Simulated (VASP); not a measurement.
# Ta2S2N in VASP: notebook

The runs below take Ta2S2N through single point, with PBE.

Program: VASP 6.6.1. These are calculated values, not measurements. Logs are shortened: lines on timing, memory, paths and dates and some standing lists are left out, and cuts for length are marked.

## 1. The cell of the first run

The cell holds a sheet with vacuum, 5 atoms: a = 4.125 Å, b = 4.125 Å, c = 30.790 Å, α = 90.00°, β = 90.00°, γ = 90.00°.

The cell was built from a structure type or drawn by symmetry, and may not be a known phase.

## 2. Single point, PBE

INCAR reads:

```
PREC = Accurate
ENCUT = 520
EDIFF = 1E-6
ISMEAR = 0
SIGMA = 0.1
LREAL = F
LASPH = T
NELM = 100
ALGO = Fast
ISIF = 2
LWAVE = F
LCHARG = F
LDIPOL = T
IDIPOL = 3
DIPOL = 0.5 0.5 0.292
GGA = PE
NBANDS = 28
```

KPOINTS reads:

```
Automatic mesh
0
Gamma
  10 10 1
```

POSCAR reads:

```
Ta2S2N
1.0
    4.1247525832      0.0000000000      0.0000000000
    0.0000000000      4.1247525832      0.0000000000
    0.0000000000      0.0000000000     30.7899954400
Ta S N
2 2 1
Direct
    0.0000000000      0.5000000000      0.2923027390
    0.5000000000      0.0000000000      0.2923027390
    0.5000000000      0.5000000000      0.2399610738
    0.5000000000      0.5000000000      0.3446444041
    0.0000000000      0.0000000000      0.2923027390
```

Potentials or basis: VASP PAW PBE potentials, release 64 (Ta_pv, S, N).

Started as:

```bash
> cat potpaw_PBE.64/Ta_pv/POTCAR potpaw_PBE.64/S/POTCAR potpaw_PBE.64/N/POTCAR > POTCAR
> mpirun -np 1 vasp_std > vasp.out
```

OUTCAR:

```text
PREC = Accurate
   ENCUT = 520
   EDIFF = 1E-6
   ISMEAR = 0
   LREAL = F
   LASPH = T
   NELM = 100
   ISIF = 2
   GGA = PE

 ion  position               nearest neighbor table
   1  0.000  0.500  0.292-   5 2.06   5 2.06   4 2.62   4 2.62   3 2.62   3 2.62   2 2.92   2 2.92
                             2 2.92   2 2.92
   2  0.500  0.000  0.292-   5 2.06   5 2.06   4 2.62   4 2.62   3 2.62   3 2.62   1 2.92   1 2.92
                             1 2.92   1 2.92
   3  0.500  0.500  0.240-   1 2.62   2 2.62   2 2.62   1 2.62
   4  0.500  0.500  0.345-   1 2.62   2 2.62   2 2.62   1 2.62
   5  0.000  0.000  0.292-   1 2.06   2 2.06   1 2.06   2 2.06

  LATTYP: Found a simple tetragonal cell.
 ALAT       =     4.1247525832
 C/A-ratio  =     7.4646890496

  Lattice vectors:

 A1 = (   4.1247525832,   0.0000000000,   0.0000000000)
 A2 = (   0.0000000000,   4.1247525832,   0.0000000000)
 A3 = (   0.0000000000,   0.0000000000,  30.7899954400)

Analysis of symmetry for initial positions (statically):
=====================================================================
 Subroutine PRICEL returns:
 Original cell was already a primitive cell.

 Routine SETGRP: Setting up the symmetry group for a
 simple tetragonal supercell.

 Subroutine GETGRP returns: Found 16 space group operations
 (whereof  8 operations were pure point group operations)
 out of a pool of 16 trial point group operations.

The static configuration has the point symmetry C_4v.
 The point group associated with its full space group is D_4h.

Analysis of symmetry for dynamics (positions and initial velocities):
=====================================================================
 Subroutine PRICEL returns:
 Original cell was already a primitive cell.

 Routine SETGRP: Setting up the symmetry group for a
 simple tetragonal supercell.

 Subroutine GETGRP returns: Found 16 space group operations
 (whereof  8 operations were pure point group operations)
 out of a pool of 16 trial point group operations.

The dynamic configuration has the point symmetry C_4v.
 The point group associated with its full space group is D_4h.

 Subroutine INISYM returns: Found 16 space group operations
 (whereof  8 operations are pure point group operations),
 and found     1 'primitive' translations

----------------------------------------------------------------------------------------

                                     Primitive cell

  volume of cell :     523.8482

  direct lattice vectors                    reciprocal lattice vectors
     4.124752583  0.000000000  0.000000000     0.242438784  0.000000000  0.000000000
     0.000000000  4.124752583  0.000000000     0.000000000  0.242438784  0.000000000
     0.000000000  0.000000000 30.789995440     0.000000000  0.000000000  0.032478082

  length of vectors
     4.124752583  4.124752583 30.789995440     0.242438784  0.242438784  0.032478082

  position of ions in fractional coordinates (direct lattice)
     0.000000000  0.500000000  0.292302739
     0.500000000  0.000000000  0.292302739
     0.500000000  0.500000000  0.239961074
     0.500000000  0.500000000  0.344644404
     0.000000000  0.000000000  0.292302739

  ion indices of the primitive-cell ions
   primitive index   ion index
                 1           1
                 2           2
                 3           3
                 4           4
                 5           5

----------------------------------------------------------------------------------------

 KPOINTS: Automatic mesh

Automatic generation of k-mesh.
 Grid dimensions read from file:
 generate k-points for:   10   10    1

 Generating k-lattice:

  Cartesian coordinates                     Fractional coordinates (reciprocal lattice)
     0.024243878  0.000000000  0.000000000     0.100000000  0.000000000  0.000000000
     0.000000000  0.024243878  0.000000000     0.000000000  0.100000000  0.000000000
     0.000000000  0.000000000  0.032478082     0.000000000  0.000000000  1.000000000

  Length of vectors
     0.024243878  0.024243878  0.032478082

  Shift w.r.t. Gamma in fractional coordinates (k-lattice)
     0.000000000  0.000000000  0.000000000

 Subroutine IBZKPT returns following result:
 ===========================================

 Found     21 irreducible k-points:

 Following reciprocal coordinates:
            Coordinates               Weight
  0.000000  0.000000  0.000000      1.000000
  0.100000  0.000000  0.000000      4.000000
  0.200000  0.000000  0.000000      4.000000
  0.300000  0.000000  0.000000      4.000000
  0.400000  0.000000  0.000000      4.000000
  0.500000  0.000000  0.000000      2.000000
[... 13 lines left out ...]
  0.500000  0.400000  0.000000      4.000000
  0.500000  0.500000  0.000000      1.000000
   k-points           NKPTS =     21   k-points in BZ     NKDIM =     21   number of bands    NBANDS=     28
   number of dos      NEDOS =    301   number of ions     NIONS =      5
   total plane-waves  NPLWV = 245760
   dimension x,y,z NGX =    32 NGY =   32 NGZ =  240
   dimension x,y,z NGXF=    64 NGYF=   64 NGZF=  480
   ions per type =               2   2   1
   NGX,Y,Z   is equivalent  to a cutoff of  12.90, 12.90, 12.96 a.u.
   NGXF,Y,Z  is equivalent  to a cutoff of  25.79, 25.79, 25.92 a.u.
 SYSTEM =  unknown system
   PREC   = accura    normal or accurate (medium, high low for compatibility)
   ISTART =      0    job   : 0-new  1-cont  2-samecut
   ICHARG =      2    charge: 1-file 2-atom 10-const
   ISPIN  =      1    spin polarized calculation?
   LNONCOLLINEAR =      F non collinear calculations
   LSORBIT =      F    spin-orbit coupling
   LASPH  =      T    aspherical Exc in radial PAW
   ENCUT  =  520.0 eV  38.22 Ry    6.18 a.u.   7.67  7.67 57.25*2*pi/ulx,y,z
   NELM   =    100;   NELMIN=  2; NELMDL= -5     # of ELM steps
   EDIFF  = 0.1E-05   stopping-criterion for ELM
   LREAL  =      F    real-space projection
   EDIFFG = 0.1E-04   stopping-criterion for IOM
   NSW    =      0    number of steps for IOM
   IBRION =     -1    ionic relax: 0-MD 1-quasi-New 2-CG
   NFREE  =      0    steps in history (QN), initial steepest desc. (CG)
   ISIF   =      2    stress and relaxation
   ISYM   =      2    0-nonsym 1-usesym 2-fastsym
   POTIM  = 0.5000    time-step for ionic-motion
   TEBEG  =    0.0;   TEEND  =   0.0 temperature during run
   PSTRESS=    0.0 pullay stress
   NELECT =      39.0000    total number of electrons
   NUPDOWN=      -1.0000    fix difference up-down
   EMIN   =  10.00;   EMAX   =-10.00  energy-range for DOS
   EFERMI =   0.00;   METHOD = LEGACY
   ISMEAR =     0;   SIGMA  =   0.10  broadening in eV -4-tet -1-fermi 0-gaus
   EFERMI_NEDOS =   21; number of points for ismear=-14 and -15
   IALGO  =     68    algorithm
   IMIX   =      4    mixing-type and parameters
     AMIX     =   0.40;   BMIX     =  1.00
     AMIX_MAG =   1.60;   BMIX_MAG =  1.00
  volume/ion in A,a.u.               =     104.77       707.02
  Fermi-wavevector in a.u.,A,eV,Ry     =   0.688697  1.301448  6.453283  0.474303
  Thomas-Fermi vector in A             =   1.769570
   LORBIT       =      0    0 simple, 1 ext, 2 COOP (PROOUT), +10 PAW based schemes
   GGA     = PE    functional components
   LHFCALC =     F    Hartree Fock is set to
   AEXX    =    0.0000 exact exchange contribution
   IVDW    =     0    specifies the selected vdW correction
   LEPSILON=     F    determine dielectric tensor
   LRPA    =     F    only Hartree local field effects (RPA)
 non-spin polarized calculation
 RMM-DIIS sequential band-by-band and
 Gauss-broadening in eV      SIGMA  =   0.10
  energy-cutoff  :      520.00
  volume of cell :      523.85
 maximum number of plane-waves:     14160
 NGX is ok and might be reduce to    32
   NGX = 15   NGY = 15   NGZ =115

 dipolmoment           0.000000      0.000000     -0.000003 electrons x Angstroem

 number of electron      39.0000004 magnetization

 dipolmoment           0.000000      0.000000      0.000003 electrons x Angstroem

 Free energy of the ion-electron system (eV)
  ---------------------------------------------------
  ext. energy  EPLUGINS =         0.00000000
  ---------------------------------------------------
  free energy    TOTEN  =       -44.02756982 eV

  energy without entropy =      -44.01349745  energy(sigma->0) =      -44.02053364

 E-fermi :  -3.1124     XC(G=0):  -2.1996

 val. band max:       -3.1485622069   @ k =   0.5000   0.1000   0.0000
 cond. band min:      -3.0684888016   @ k =   0.5000   0.0000   0.0000
 fundamental gap:      0.0800734054
 Fermi energy:        -3.1123965980

 k-point     1 :       0.0000    0.0000    0.0000
  band No.  band energies     occupation
      1     -38.7560      2.00000
      2     -38.7560      2.00000
      3     -38.6725      2.00000
      4     -38.5104      2.00000
      5     -38.0911      2.00000
      6     -38.0911      2.00000
[... 20 lines left out ...]
     27       1.1855      0.00000
     28       1.8314      0.00000

 k-point     2 :       0.1000    0.0000    0.0000
  band No.  band energies     occupation
      1     -38.7461      2.00000
      2     -38.7423      2.00000
      3     -38.6683      2.00000
      4     -38.5141      2.00000
      5     -38.1096      2.00000
      6     -38.1060      2.00000
[... 20 lines left out ...]
     27       0.6697      0.00000
     28       1.4177      0.00000

 k-point     3 :       0.2000    0.0000    0.0000
  band No.  band energies     occupation
      1     -38.7171      2.00000
      2     -38.7031      2.00000
      3     -38.6561      2.00000
      4     -38.5250      2.00000
      5     -38.1612      2.00000
      6     -38.1485      2.00000
[... 523 lines left out ...]
      3     -38.5858      2.00000
      4     -38.5857      2.00000
      5     -38.1269      2.00000
      6     -37.9583      2.00000
[... 20 lines left out ...]
     27       1.3598      0.00000
     28       2.6866      0.00000

 k-point    21 :       0.5000    0.5000    0.0000
  band No.  band energies     occupation
      1     -39.0427      2.00000
      2     -38.7209      2.00000
      3     -38.5854      2.00000
      4     -38.5854      2.00000
      5     -38.1045      2.00000
      6     -37.9394      2.00000
[... 20 lines left out ...]
     27       1.0577      0.00000
     28       2.9229      0.00000

------------------------ aborting loop because EDIFF is reached ----------------------------------------

 vacuum level on the upper side and lower side of the slab       (xc-potential included)        -0.006        -0.006

  FORCE on cell =-STRESS in cart. coord.  units (eV):
  Direction    XX          YY          ZZ          XY          YZ          ZX
  --------------------------------------------------------------------------------------
  -------------------------------------------------------------------------------------
  Total        0.1345490      0.1345490      0.0020048      0.0000000      0.0000000      0.0000000
  in kB        0.4115150      0.4115150      0.0061315      0.0000000      0.0000000      0.0000000
  external PRESSURE =       0.2763871 kB  Pullay stress =       0.0000000 kB

 VOLUME and BASIS-vectors are now :
 -----------------------------------------------------------------------------
  energy-cutoff  :      520.00
  volume of cell :      523.85
      direct lattice vectors                 reciprocal lattice vectors
     4.124752583  0.000000000  0.000000000     0.242438784  0.000000000  0.000000000
     0.000000000  4.124752583  0.000000000     0.000000000  0.242438784  0.000000000
     0.000000000  0.000000000 30.789995440     0.000000000  0.000000000  0.032478082

 POSITION                                       TOTAL-FORCE (eV/Angst)
 -----------------------------------------------------------------------------------
      0.00000      2.06238      9.00000        -0.000000      0.000000      0.000000
      2.06238      0.00000      9.00000        -0.000000     -0.000000      0.000000
      2.06238      2.06238      7.38840        -0.000000      0.000000     -0.012401
      2.06238      2.06238     10.61160        -0.000000     -0.000000      0.012401
      0.00000      0.00000      9.00000         0.000000     -0.000000      0.000000
 -----------------------------------------------------------------------------------
    total drift:                                0.000000     -0.000000      0.000047

  FREE ENERGIE OF THE ION-ELECTRON SYSTEM (eV)
  ---------------------------------------------------
  free  energy   TOTEN  =       -44.0275698220 eV

  energy  without entropy=      -44.0134974513  energy(sigma->0) =      -44.02053364

 vacuum level on the upper side and lower side of the slab         1.741         1.741
```

Wall time 6.1 min (1 thread of Intel Xeon 6975P-C (Granite Rapids), shared host); peak memory 0.74 GiB.

Results:

* Free energy: -44.0276 eV
* Largest force: 0.012 eV/Å
* Band gap on the k mesh: zero (an odd number of electrons rules out a gap without spin polarisation)

Forces in eV/Å, atoms in the order of the input:
```
Ta   0.000  0.000  0.000
Ta   0.000  0.000  0.000
S    0.000  0.000 -0.012
S    0.000  0.000  0.012
N    0.000  0.000  0.000
```

Levels at points of the mesh, in eV from the Fermi level:
```csv
k point,band 16,band 17,band 18,band 19,band 20,band 21,band 22,band 23,band 24,band 25
"(0.00, 0.00, 0.00)",-3.35,-2.21,-2.21,-2.12,-0.40,0.20,1.01,1.01,3.12,3.26
"(0.50, 0.00, 0.00)",-3.73,-2.88,-2.43,-0.20,0.04,0.08,0.72,2.45,2.93,3.41
"(0.50, 0.50, 0.00)",-3.60,-3.60,-3.31,-0.75,-0.75,1.65,2.61,3.41,3.74,3.74
```

Caveat: spin-orbit coupling is left out, which moves the levels of the heavy elements.

## 3. Single point, PBE

INCAR reads:

```
PREC = Accurate ; ENCUT = 520
EDIFF = 1E-6 ; ISMEAR = 0
SIGMA = 0.1 ; LREAL = F
LASPH = T ; NELM = 100
ALGO = Fast ; ISIF = 2
LWAVE = F ; LCHARG = F
LDIPOL = T ; IDIPOL = 3
DIPOL = 0.5 0.5 0.292 ; GGA = PE
NBANDS = 28
```

KPOINTS is that of step 2.

POSCAR reads:

```
Ta2S2N
1.0
    4.1238797903      0.0000000000      0.0000000000
    0.0000000000      4.1238797903      0.0000000000
    0.0000000000      0.0000000000     30.7899954400
Ta S N
2 2 1
Direct
    0.0000000000      0.5000000000      0.2923027390
    0.5000000000      0.0000000000      0.2923027390
    0.5000000000      0.5000000000      0.2400118109
    0.5000000000      0.5000000000      0.3445936670
    0.0000000000      0.0000000000      0.2923027390
```

Potentials or basis: VASP PAW PBE potentials, release 64 (Ta_pv, S, N).

Started as:

```bash
> cat potpaw_PBE.64/Ta_pv/POTCAR potpaw_PBE.64/S/POTCAR potpaw_PBE.64/N/POTCAR > POTCAR
> mpirun -np 1 vasp_std > vasp.out
```

Run time: 5.8 min. Hardware: 1 thread of Intel Xeon 6975P-C (Granite Rapids), shared host; peak memory 0.74 GiB.

It converged, with:

```yaml
Free_energy: -44.0274 eV
Largest_force: 0.034 eV/Å
Band_gap_on_the_k_mesh: zero (an odd number of electrons rules out a gap without spin polarisation)
```

Forces on the atoms (eV/Å):
```
Ta   0.000  0.000  0.000
Ta   0.000  0.000  0.000
S    0.000  0.000 -0.034
S    0.000  0.000  0.034
N    0.000  0.000  0.000
```

Levels at points of the mesh, in eV from the Fermi level:
| k point | band 16 | band 17 | band 18 | band 19 | band 20 | band 21 | band 22 | band 23 | band 24 | band 25 |
| --- | --- | --- | --- | --- | --- | --- | --- | --- | --- | --- |
| (0.00, 0.00, 0.00) | -3.35 | -2.21 | -2.21 | -2.12 | -0.40 | 0.20 | 1.01 | 1.01 | 3.13 | 3.26 |
| (0.50, 0.00, 0.00) | -3.73 | -2.88 | -2.43 | -0.20 | 0.04 | 0.08 | 0.72 | 2.45 | 2.93 | 3.41 |
| (0.50, 0.50, 0.00) | -3.60 | -3.60 | -3.30 | -0.75 | -0.75 | 1.65 | 2.61 | 3.42 | 3.75 | 3.75 |

Caveat: spin-orbit coupling is left out, which moves the levels of the heavy elements.

## 4. Single point, PBE

This run uses another cell than the first one.

INCAR reads:

```
SYSTEM = Ta2S2N
PREC = Accurate
ENCUT = 520
EDIFF = 1E-6
ISMEAR = 0
SIGMA = 0.1
LREAL = .False.
LASPH = .True.
NELM = 100
ALGO = Normal
ISIF = 2
LWAVE = .False.
LCHARG = .False.
LDIPOL = .True.
IDIPOL = 3
DIPOL = 0.5 0.5 0.500
GGA = PE
NBANDS = 28
```

KPOINTS reads:

```
regular mesh
0
Gamma
  4 4 1
  0 0 0
```

POSCAR reads:

```
Ta2S2N
1.0
    4.4570630000      0.0000000000      0.0000000000
    0.0000000000      4.4570630000      0.0000000000
    0.0000000000      0.0000000000     18.0000000000
Ta S N
2 2 1
Direct
    0.0000000000      0.5000000000      0.5000000000
    0.5000000000      0.0000000000      0.5000000000
    0.5000000000      0.5000000000      0.4029167300
    0.5000000000      0.5000000000      0.5970832700
    0.0000000000      0.0000000000      0.5000000000
```

Started as:

```bash
> cat potpaw_PBE.64/Ta_pv/POTCAR potpaw_PBE.64/S/POTCAR potpaw_PBE.64/N/POTCAR > POTCAR
> mpirun -np 1 vasp_std > vasp.out
```

Wall time 97 s (1 thread of Intel Xeon 6975P-C (Granite Rapids), shared host); peak memory 0.46 GiB.

Results (log left out):

```
Free energy            : -42.0536 eV
Largest force          : 2.172 eV/Å
Band gap on the k mesh : zero (an odd number of electrons rules out a gap without spin polarisation)
```

Forces on the atoms (eV/Å):
```
Ta   0.000  0.000  0.000
Ta   0.000  0.000  0.000
S    0.000  0.000  2.172
S    0.000  0.000 -2.172
N    0.000  0.000  0.000
```

Levels at points of the mesh, in eV from the Fermi level:
```tsv
k point	band 18	band 19	band 20	band 21	band 22	band 23
(0.00, 0.00, 0.00)	-1.90	-1.65	-0.31	0.24	0.80	0.80
(0.50, 0.00, 0.00)	-1.86	0.07	0.08	0.22	0.58	1.96
(0.50, 0.50, 0.00)	-2.73	-0.38	-0.38	1.35	1.88	2.68
```

Caveat: spin-orbit coupling is left out, which moves the levels of the heavy elements.

## 5. Overview

```tsv
cell	k mesh	gap on the mesh (eV)	largest force (eV/Å)
a = 4.125, b = 4.125, c = 30.790 Å, 5 atoms, atomic positions A	10 × 10 × 1	none	0.01
a = 4.124, b = 4.124, c = 30.790 Å, 5 atoms, atomic positions A	10 × 10 × 1	none	0.03
a = 4.457, b = 4.457, c = 18.000 Å, 5 atoms, atomic positions B	4 × 4 × 1	none	2.17
```

Alike in all rows: task single point; level PBE; potentials or basis VASP PAW PBE potentials, release 64 (Ta_pv, S, N); no spin polarisation; cutoff (eV) 520; smearing gaussian 0.1 eV.

Caveats: spin-orbit coupling is left out, which moves the levels of the heavy elements.

Absolute energies hang on the potentials; compare differences alone.
